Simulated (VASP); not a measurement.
Set up this calculation in VASP 6.6.1, as the native input.

* Task: single point
* Functional: r2SCAN
* Potentials or basis: VASP PAW PBE potentials, release 64 (Sn_d, Se)
* Cutoff: 550 eV
* k mesh: 8 × 8 × 8
* Occupations: fermi-dirac, width 0.02 eV
* Spin: no spin polarisation
* Dipole correction: no
* Further INCAR settings: ALGO = Normal; EDIFF = 1e-06; NBANDS = 17

The system is SnSe.

```
Sn Se
1.0
     0.00000    2.94207    3.01259
     2.94207    0.00000    3.01259
     2.94207    2.94207    0.00000
Sn Se
1 1
Direct
  0.00000 0.00000 0.00000
  0.50000 0.50000 0.50000
```

This cell differs from its parent crystal: epitaxial xy strain -2.0%.

The input as run:

POSCAR

```
SnSe
1.0
    0.0000000000      2.9420708907      3.0125935861
    2.9420708907      0.0000000000      3.0125935861
    2.9420708907      2.9420708907      0.0000000000
Sn Se
1 1
Direct
    0.0000000000      0.0000000000      0.0000000000
    0.5000000000      0.5000000000      0.5000000000
```

INCAR.step1

```
ALGO     = Normal         # electronic algorithm
EDIFF    = 1E-5           # SCF threshold, eV
ENCUT    = 550            # plane-wave cutoff, eV
GGA      = PE             # functional
GGA_COMPAT= False        
ISMEAR   = -1             # smearing method
LASPH    = True           # aspherical terms in the spheres
LCHARG   = False          # write CHGCAR
LREAL    = False          # projectors in reciprocal space
LWAVE    = True           # write WAVECAR
NBANDS   = 17             # bands
NELM     = 120            # most SCF steps
PREC     = Accurate       # precision mode
SIGMA    = 0.02           # smearing width, eV
```

INCAR.step2

```
ALGO     = Normal         # electronic algorithm
EDIFF    = 1E-6           # SCF threshold, eV
ENCUT    = 550            # plane-wave cutoff, eV
GGA_COMPAT= False        
ISIF     = 2              # what is computed and relaxed
ISMEAR   = -1             # smearing method
ISTART   = 1            
LASPH    = True           # aspherical terms in the spheres
LCHARG   = False          # write CHGCAR
LMIXTAU  = True         
LREAL    = False          # projectors in reciprocal space
LWAVE    = False          # write WAVECAR
METAGGA  = R2SCAN         # meta-GGA
NBANDS   = 17             # bands
NELM     = 120            # most SCF steps
PREC     = Accurate       # precision mode
SIGMA    = 0.02           # smearing width, eV
```

KPOINTS

```
k-points
0
Gamma
  8 8 8
```

Potentials or basis: VASP PAW PBE potentials, release 64 (Sn_d, Se).

Run with:

```sh
$ cat potpaw_PBE.64/Sn_d/POTCAR potpaw_PBE.64/Se/POTCAR > POTCAR
$ cp INCAR.step1 INCAR
$ mpirun -np 1 vasp_std > vasp.out
$ cp INCAR.step2 INCAR
$ mpirun -np 1 vasp_std > vasp.out
```

Results of the run:

* Pressure: 2.6 GPa
* Band gap on the k mesh: 0.69 eV, direct

Caveat: the cell differs from its parent crystal (epitaxial xy strain -2.0%); the PAW data sets were made with another functional, which shifts forces and pressure a little; spin-orbit coupling is left out, which moves the levels of the heavy elements.

Run time: 3.5 min on 1 thread of Intel Xeon 8259CL, with other jobs on the host, peak memory 0.22 GiB.
